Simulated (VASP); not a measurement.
In, 1 atom in the cell. It takes space group Im-3m (No. 229, cubic). Conventional cell: a = 3.790 Å, b = 3.790 Å, c = 3.790 Å, α = 90.00°, β = 90.00°, γ = 90.00°. In (site symmetry m-3m) has 14 In at 3.28 to 3.79 Å within 4.3 Å. 

```yaml
Program: VASP 6.6.1
Task: single point
Functional: PBE-based screened hybrid
Potentials_or_basis: VASP PAW PBE potentials, release 64 (In_d)
Cutoff: 520 eV
k_mesh: 5 × 5 × 5
Occupations: fermi-dirac, width 0.05 eV
Spin: no spin polarisation
Dipole_correction: no
Grid_for_exact_exchange_PRECFOCK: Normal
Share_of_exact_exchange: 0.25
Further_INCAR_settings: ALGO = Normal; EDIFF = 1e-06; NBANDS = 12
Screening_parameter: 0.3 1/Å
```

Potentials or basis: VASP PAW PBE potentials, release 64 (In_d).

Launch:

```console
$ cat potpaw_PBE.64/In_d/POTCAR > POTCAR
$ cp INCAR.step1 INCAR
$ mpirun -np 1 vasp_std > vasp.out
$ cp INCAR.step2 INCAR
$ mpirun -np 1 vasp_std > vasp.out
```

Hardware: 1 thread of AMD EPYC 7R13 Processor (Zen 3) (shared host).

How long does it take, and how much memory?

Wall time 7.9 min on 1 thread of AMD EPYC 7R13 Processor (Zen 3) (shared host), peak memory 0.21 GiB. Counts: k points 10.
